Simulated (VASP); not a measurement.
A run of VASP 6.6.1:

The input INCAR:

```
PREC = Accurate
ENCUT = 520
EDIFF = 1E-7
ISMEAR = -1
SIGMA = 0.02
LREAL = False
LASPH = True
NELM = 120
ALGO = Normal
ISIF = 2
LWAVE = False
LCHARG = False
GGA = PE
IBRION = 2
NSW = 80
EDIFFG = -0.02
GGA_COMPAT = False
NELMIN = 4
```

KPOINTS

```
Automatic mesh
0
Gamma
  4 4 4
```

The input POSCAR:

```
Ag2O
1.0
    4.7306100000      0.0000000000      0.0000000000
    0.0000000000      4.7306100000      0.0000000000
    0.0000000000      0.0000000000      4.7306100000
Ag O
4 2
Direct
    0.7500000000      0.7500000000      0.7500000000
    0.7500000000      0.2500000000      0.2500000000
    0.2500000000      0.2500000000      0.7500000000
    0.2500000000      0.7500000000      0.2500000000
    0.0000000000      0.0000000000      0.0000000000
    0.5000000000      0.5000000000      0.5000000000
```

Potentials or basis: VASP PAW PBE potentials, release 64 (Ag, O).

Command:

```sh
$ cat potpaw_PBE.64/Ag/POTCAR potpaw_PBE.64/O/POTCAR > POTCAR
$ mpirun -np 1 vasp_std > vasp.out
```

Hardware: 1 thread of Intel(R) Xeon(R) Platinum 8259CL CPU @ 2.50GHz (Skylake/Cascade Lake) (shared host).

Problem. Estimate the wall time of this run.

Solution. Run time: 34 s on 1 thread of Intel(R) Xeon(R) Platinum 8259CL CPU @ 2.50GHz (Skylake/Cascade Lake), on a shared host, peak memory 0.21 GiB. Counts: scf iterations 17, k points 10, ion steps 1.
